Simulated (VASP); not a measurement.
# Ti in VASP: single point with PBE+D3(BJ)

Aim: the single point of Ti with PBE+D3(BJ).

Everything below comes from runs of VASP 6.6.1. Logs are shortened: lines on timing, memory, paths and dates and some standing lists are left out, and cuts for length are marked.

## 1. The cell of the first run

The cell holds a slab with vacuum, 16 atoms: a = 5.710 Å, b = 5.710 Å, c = 25.586 Å, α = 90.00°, β = 90.00°, γ = 90.00°.

## 2. Single point, PBE+D3(BJ)

File INCAR:

```
  PREC = Accurate
  ENCUT = 520
  EDIFF = 1E-6
  ISMEAR = 0
  SIGMA = 0.1
  LREAL = Auto
  LASPH = T
  NELM = 80
  ALGO = Normal
  ISIF = 2
  LWAVE = F
  LCHARG = F
  LDIPOL = T
  IDIPOL = 3
  DIPOL = 0.5 0.5 0.432
  GGA = PE
  IVDW = 12
  NBANDS = 110
```

File KPOINTS:

```
Automatic mesh
0
Gamma
  4 4 1
```

File POSCAR:

```
Ti
1.0
    5.7102790035      0.0000000000      0.0000000000
    0.0000000000      5.7102790035      0.0000000000
    0.0000000000      0.0000000000     25.5856655087
Ti
16
Direct
    0.2500000000      0.2500000000      0.3126750796
    0.2500000000      0.7500000000      0.3126750796
    0.7500000000      0.2500000000      0.3126750796
    0.7500000000      0.7500000000      0.3126750796
    0.5000000000      0.5000000000      0.3915820951
    0.5000000000      0.0000000000      0.3915820951
    0.0000000000      0.5000000000      0.3915820951
    0.0000000000      0.0000000000      0.3915820951
    0.7500000000      0.7500000000      0.4697721657
    0.7500000000      0.2500000000      0.4738247930
    0.2500000000      0.7500000000      0.4738247930
    0.2500000000      0.2500000000      0.4741610413
    0.0036436278      0.0036436278      0.5513360180
    0.0036436278      0.4963563722      0.5513360180
    0.4963563722      0.0036436278      0.5513360180
    0.4963563722      0.4963563722      0.5513360180
```

Potentials or basis: VASP PAW PBE potentials, release 64 (Ti_sv).

The run is started by

```console
$ cat potpaw_PBE.64/Ti_sv/POTCAR > POTCAR
$ mpirun -np 1 vasp_std > vasp.out
```

OUTCAR:

```text
PREC = Accurate
   ENCUT = 520
   EDIFF = 1E-6
   ISMEAR = 0
   LREAL = Auto
   LASPH = T
   NELM = 80
   ISIF = 2
   GGA = PE
   IVDW = 12
 IVDW          = 12

 ion  position               nearest neighbor table
   1  0.250  0.250  0.313-   2 2.86   3 2.86   2 2.86   3 2.86   7 2.86   8 2.86   5 2.86   6 2.86

   2  0.250  0.750  0.313-   1 2.86   4 2.86   1 2.86   4 2.86   7 2.86   8 2.86   5 2.86   6 2.86

   3  0.750  0.250  0.313-   1 2.86   4 2.86   4 2.86   1 2.86   7 2.86   8 2.86   5 2.86   6 2.86

   4  0.750  0.750  0.313-   2 2.86   3 2.86   3 2.86   2 2.86   7 2.86   8 2.86   5 2.86   6 2.86

   5  0.500  0.500  0.392-   9 2.84   7 2.86   6 2.86   6 2.86   7 2.86   2 2.86   3 2.86   4 2.86
                             1 2.86  10 2.92  11 2.92
   6  0.500  0.000  0.392-   9 2.84   8 2.86   5 2.86   5 2.86   8 2.86   2 2.86   3 2.86   4 2.86
                             1 2.86  10 2.92  11 2.92
   7  0.000  0.500  0.392-   9 2.84   8 2.86   5 2.86   8 2.86   5 2.86   2 2.86   3 2.86   4 2.86
                             1 2.86  10 2.92  11 2.92
   8  0.000  0.000  0.392-   9 2.84   7 2.86   6 2.86   7 2.86   6 2.86   2 2.86   3 2.86   4 2.86
                             1 2.86  10 2.92  11 2.92
   9  0.750  0.750  0.470-   5 2.84   6 2.84   7 2.84   8 2.84  10 2.86  11 2.86  10 2.86  11 2.86

  10  0.750  0.250  0.474-  13 2.83  14 2.83  15 2.83  16 2.83  12 2.86  12 2.86   9 2.86   9 2.86
                             5 2.92   6 2.92   7 2.92   8 2.92
  11  0.250  0.750  0.474-  13 2.83  14 2.83  15 2.83  16 2.83  12 2.86  12 2.86   9 2.86   9 2.86
                             5 2.92   6 2.92   7 2.92   8 2.92
  12  0.250  0.250  0.474-  13 2.80  14 2.80  15 2.80  16 2.80  10 2.86  11 2.86  11 2.86  10 2.86

  13  0.004  0.004  0.551-  12 2.80  14 2.81  15 2.81  11 2.83  10 2.83  14 2.90  15 2.90
  14  0.004  0.496  0.551-  12 2.80  13 2.81  16 2.81  11 2.83  10 2.83  13 2.90  16 2.90
  15  0.496  0.004  0.551-  12 2.80  13 2.81  16 2.81  11 2.83  10 2.83  13 2.90  16 2.90
  16  0.496  0.496  0.551-  12 2.80  14 2.81  15 2.81  11 2.83  10 2.83  15 2.90  14 2.90

  LATTYP: Found a simple tetragonal cell.
 ALAT       =     5.7102790035
 C/A-ratio  =     4.4806331692

  Lattice vectors:

 A1 = (   5.7102790035,   0.0000000000,   0.0000000000)
 A2 = (   0.0000000000,   5.7102790035,   0.0000000000)
 A3 = (   0.0000000000,   0.0000000000,  25.5856655087)

Analysis of symmetry for initial positions (statically):
=====================================================================
 Subroutine PRICEL returns:
 Original cell was already a primitive cell.

 Routine SETGRP: Setting up the symmetry group for a
 simple tetragonal supercell.

 Subroutine GETGRP returns: Found  8 space group operations
 (whereof  2 operations were pure point group operations)
 out of a pool of 16 trial point group operations.

The static configuration has the point symmetry C_1h.
 The point group associated with its full space group is C_4v.

Analysis of symmetry for dynamics (positions and initial velocities):
=====================================================================
 Subroutine PRICEL returns:
 Original cell was already a primitive cell.

 Routine SETGRP: Setting up the symmetry group for a
 simple tetragonal supercell.

 Subroutine GETGRP returns: Found  8 space group operations
 (whereof  2 operations were pure point group operations)
 out of a pool of 16 trial point group operations.

The dynamic configuration has the point symmetry C_1h.
 The point group associated with its full space group is C_4v.

 Subroutine INISYM returns: Found  8 space group operations
 (whereof  2 operations are pure point group operations),
 and found     1 'primitive' translations

----------------------------------------------------------------------------------------

                                     Primitive cell

  volume of cell :     834.2791

  direct lattice vectors                    reciprocal lattice vectors
     5.710279004  0.000000000  0.000000000     0.175122792  0.000000000  0.000000000
     0.000000000  5.710279004  0.000000000     0.000000000  0.175122792  0.000000000
     0.000000000  0.000000000 25.585665509     0.000000000  0.000000000  0.039084385

  length of vectors
     5.710279004  5.710279004 25.585665509     0.175122792  0.175122792  0.039084385

[... 46 lines left out ...]

  Cartesian coordinates                     Fractional coordinates (reciprocal lattice)
     0.043780698  0.000000000  0.000000000     0.250000000  0.000000000  0.000000000
     0.000000000  0.043780698  0.000000000     0.000000000  0.250000000  0.000000000
     0.000000000  0.000000000  0.039084385     0.000000000  0.000000000  1.000000000

  Length of vectors
     0.043780698  0.043780698  0.039084385

  Shift w.r.t. Gamma in fractional coordinates (k-lattice)
     0.000000000  0.000000000  0.000000000

 Subroutine IBZKPT returns following result:
 ===========================================

 Found      6 irreducible k-points:

 Following reciprocal coordinates:
            Coordinates               Weight
  0.000000  0.000000  0.000000      1.000000
  0.250000  0.000000  0.000000      4.000000
  0.500000  0.000000  0.000000      2.000000
  0.250000  0.250000  0.000000      4.000000
  0.500000  0.250000  0.000000      4.000000
  0.500000  0.500000  0.000000      1.000000
   k-points           NKPTS =      6   k-points in BZ     NKDIM =      6   number of bands    NBANDS=    110
   number of dos      NEDOS =    301   number of ions     NIONS =     16
   total plane-waves  NPLWV = 338688
   dimension x,y,z NGX =    42 NGY =   42 NGZ =  192
   dimension x,y,z NGXF=    84 NGYF=   84 NGZF=  384
   ions per type =              16
   NGX,Y,Z   is equivalent  to a cutoff of  12.23, 12.23, 12.48 a.u.
   NGXF,Y,Z  is equivalent  to a cutoff of  24.46, 24.46, 24.95 a.u.
 SYSTEM =  unknown system
   PREC   = accura    normal or accurate (medium, high low for compatibility)
   ISTART =      0    job   : 0-new  1-cont  2-samecut
   ICHARG =      2    charge: 1-file 2-atom 10-const
   ISPIN  =      1    spin polarized calculation?
   LNONCOLLINEAR =      F non collinear calculations
   LSORBIT =      F    spin-orbit coupling
   LASPH  =      T    aspherical Exc in radial PAW
   ENCUT  =  520.0 eV  38.22 Ry    6.18 a.u.  10.62 10.62 47.57*2*pi/ulx,y,z
   NELM   =     80;   NELMIN=  2; NELMDL= -5     # of ELM steps
   EDIFF  = 0.1E-05   stopping-criterion for ELM
   LREAL  =      T    real-space projection
   EDIFFG = 0.1E-04   stopping-criterion for IOM
   NSW    =      0    number of steps for IOM
   IBRION =     -1    ionic relax: 0-MD 1-quasi-New 2-CG
   NFREE  =      0    steps in history (QN), initial steepest desc. (CG)
   ISIF   =      2    stress and relaxation
   ISYM   =      2    0-nonsym 1-usesym 2-fastsym
   POTIM  = 0.5000    time-step for ionic-motion
   TEBEG  =    0.0;   TEEND  =   0.0 temperature during run
   PSTRESS=    0.0 pullay stress
   NELECT =     192.0000    total number of electrons
   NUPDOWN=      -1.0000    fix difference up-down
   EMIN   =  10.00;   EMAX   =-10.00  energy-range for DOS
   EFERMI =   0.00;   METHOD = LEGACY
   ISMEAR =     0;   SIGMA  =   0.10  broadening in eV -4-tet -1-fermi 0-gaus
   EFERMI_NEDOS =   21; number of points for ismear=-14 and -15
   IALGO  =     38    algorithm
   IMIX   =      4    mixing-type and parameters
     AMIX     =   0.40;   BMIX     =  1.00
     AMIX_MAG =   1.60;   BMIX_MAG =  1.00
  volume/ion in A,a.u.               =      52.14       351.87
  Fermi-wavevector in a.u.,A,eV,Ry     =   1.003240  1.895848 13.694131  1.006490
  Thomas-Fermi vector in A             =   2.135779
   LORBIT       =      0    0 simple, 1 ext, 2 COOP (PROOUT), +10 PAW based schemes
   GGA     = PE    functional components
   LHFCALC =     F    Hartree Fock is set to
   AEXX    =    0.0000 exact exchange contribution
   IVDW    =    12    specifies the selected vdW correction
   LEPSILON=     F    determine dielectric tensor
   LRPA    =     F    only Hartree local field effects (RPA)
 non-spin polarized calculation
 Gauss-broadening in eV      SIGMA  =   0.10
  energy-cutoff  :      520.00
  volume of cell :      834.28
 maximum number of plane-waves:     22530
   NGX = 21   NGY = 21   NGZ = 95

 dipolmoment           0.000000      0.000000     -0.000022 electrons x Angstroem

 number of electron     192.0000054 magnetization

 dipolmoment           0.000000      0.000000      0.000365 electrons x Angstroem

 Free energy of the ion-electron system (eV)
  ---------------------------------------------------
  ext. energy  EPLUGINS =         0.00000000
  ---------------------------------------------------
  free energy    TOTEN  =      -117.63390205 eV

  energy without entropy =     -117.41463205  energy(sigma->0) =     -117.52426705

 E-fermi :   0.1297     XC(G=0):  -4.6442

 val. band max:        0.1212467718   @ k =   0.2500   0.0000   0.0000
 cond. band min:       0.1391541145   @ k =   0.5000   0.5000   0.0000
 fundamental gap:      0.0179073427
 Fermi energy:         0.1297069239

 k-point     1 :       0.0000    0.0000    0.0000
  band No.  band energies     occupation
      1     -56.7074      2.00000
      2     -56.7012      2.00000
      3     -56.6469      2.00000
      4     -56.6455      2.00000
      5     -56.6407      2.00000
      6     -56.6407      2.00000
[... 655 lines left out ...]
    107       1.0468      0.00000
    108       1.0488      0.00000
 [bands above 108 left out]

------------------------ aborting loop because EDIFF is reached ----------------------------------------

 vacuum level on the upper side and lower side of the slab       (xc-potential included)        -0.153        -0.172

 Edisp (eV)   -7.09198

 E8    (eV) :    -3.5002

  FORCE on cell =-STRESS in cart. coord.  units (eV):
  Direction    XX          YY          ZZ          XY          YZ          ZX
  --------------------------------------------------------------------------------------
  -------------------------------------------------------------------------------------
  Total     -12.67556   -12.67556    -6.77978     0.00000     0.00000     0.00000
  in kB     -24.34257   -24.34257   -13.02012     0.00000     0.00000     0.00000
  external pressure =      -20.57 kB  Pullay stress =        0.00 kB

 VOLUME and BASIS-vectors are now :
 -----------------------------------------------------------------------------
  energy-cutoff  :      520.00
  volume of cell :      834.28
      direct lattice vectors                 reciprocal lattice vectors
     5.710279004  0.000000000  0.000000000     0.175122792  0.000000000  0.000000000
     0.000000000  5.710279004  0.000000000     0.000000000  0.175122792  0.000000000
     0.000000000  0.000000000 25.585665509     0.000000000  0.000000000  0.039084385

 POSITION                                       TOTAL-FORCE (eV/Angst)
 -----------------------------------------------------------------------------------
      1.42757      1.42757      8.00000        -0.000000     -0.000000      0.400390
      1.42757      4.28271      8.00000        -0.000000      0.000000      0.478245
      4.28271      1.42757      8.00000        -0.000000      0.000000      0.478245
      4.28271      4.28271      8.00000        -0.000000      0.000000      0.515592
      2.85514      2.85514     10.01889        -0.021954     -0.021954     -0.516806
      2.85514      0.00000     10.01889        -0.021954      0.021954     -0.516806
[... 8 lines left out ...]
      2.83433      0.02081     14.10630         0.151798     -0.151798     -0.405644
      2.83433      2.83433     14.10630         0.151798      0.151798     -0.405644
 -----------------------------------------------------------------------------------
    total drift:                                0.000000      0.000000     -0.053113

  FREE ENERGIE OF THE ION-ELECTRON SYSTEM (eV)
  ---------------------------------------------------
  free  energy   TOTEN  =      -124.7258812841 eV

  energy  without entropy=     -124.5066112903  energy(sigma->0) =     -124.61624629

 vacuum level on the upper side and lower side of the slab         4.071         4.056
```

It took 15 min on 1 thread of Intel Xeon 6975P-C (Granite Rapids), shared host; peak memory 0.84 GiB.

What came out:

* Free energy: -124.7259 eV
* Largest force: 0.942 eV/Å
* Band gap on the k mesh: zero (band 96 reaches 0.24 eV, above the bottom of band 97 at -0.17 eV)
* Dispersion energy per atom: -0.443 eV

Forces in eV/Å, atoms in the order of the input:
```
Ti   0.000  0.000  0.400
Ti   0.000  0.000  0.478
Ti   0.000  0.000  0.478
Ti   0.000  0.000  0.516
Ti  -0.022 -0.022 -0.517
Ti  -0.022  0.022 -0.517
Ti   0.022 -0.022 -0.517
Ti   0.022  0.022 -0.517
Ti   0.000  0.000  0.942
Ti   0.000  0.000  0.337
Ti   0.000  0.000  0.337
Ti   0.000  0.000  0.201
Ti  -0.152 -0.152 -0.406
Ti  -0.152  0.152 -0.406
Ti   0.152 -0.152 -0.406
Ti   0.152  0.152 -0.406
```
